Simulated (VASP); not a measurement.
A run of VASP 6.6.1 is set up as follows.

Contents of INCAR:

```
SYSTEM = In
PREC = Accurate ; ENCUT = 520
EDIFF = 1E-7 ; ISMEAR = 1
SIGMA = 0.2 ; LREAL = .FALSE.
LASPH = .TRUE. ; NELM = 60
ALGO = Normal ; ISIF = 2
LWAVE = .FALSE. ; LCHARG = .FALSE.
GGA = PE ; NBANDS = 12
```

File KPOINTS:

```
Automatic mesh
0
G
  11 11 14
  0 0 0
```

File POSCAR:

```
In
1.0
   -1.6482197047      1.6973406184      2.5249789927
    1.6973406184     -1.6482197047      2.5249789927
    1.6043570008      1.6043570008     -2.4927016059
In
1
Direct
    0.0000000000      0.0000000000      0.0000000000
```

Potentials or basis: VASP PAW PBE potentials, release 64 (In_d).

Command:

```sh
$ cat potpaw_PBE.64/In_d/POTCAR > POTCAR
$ mpirun -np 1 vasp_std > vasp.out
```

(1) Estimate the pressure.

Answers

(1) 0.0 GPa.
